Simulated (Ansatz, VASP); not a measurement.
# BaSrAl4 in VASP and in Ansatz

```xyz
6
Lattice="0.0000 4.1058 4.1058 4.1058 0.0000 4.1058 4.1058 4.1058 0.0000" Properties=species:S:1:pos:R:3 pbc="T T T"
Ba    6.1587    6.1587    6.1587
Sr    0.0000    0.0000    0.0000
Al    3.0802    5.1314    5.1314
Al    3.0802    3.0802    3.0802
Al    5.1314    3.0802    5.1314
Al    5.1314    5.1314    3.0802
```

Change from the starting cell: species swapped into the LaGdAl4 type (F-43m, No. 216).

Alike in both runs: task single point; functional PBE; k mesh 4 × 4 × 4; occupations gaussian, width 0.1 eV; no spin polarisation.

|  | VASP | Ansatz |
| --- | --- | --- |
| version | VASP 6.6.1 | Ansatz 0.2.0 |
| potentials or method | VASP PAW PBE potentials, release 64 (Ba_sv, Sr_sv, Al), cutoff 520 eV | scalar-relativistic, plane waves, PAW |
| valence electrons in the cell | 32 | 32 |

Ansatz gave:

```
gap on the k mesh at the Fermi level (eV) : none
pressure (GPa)                            : 3.6
rms of the force components (eV/Å)        : 0.013
```

Question: Estimate VASP's values.

Answer: gap on the k mesh at the Fermi level (eV): none; pressure (GPa): 4.0; rms of the force components (eV/Å): 0.017.

Atom by atom the forces differ by 0.004 eV/Å (rms over components). A gap of «none» marks a metal or a gap that the smearing closes.

Spin-orbit coupling is off throughout.
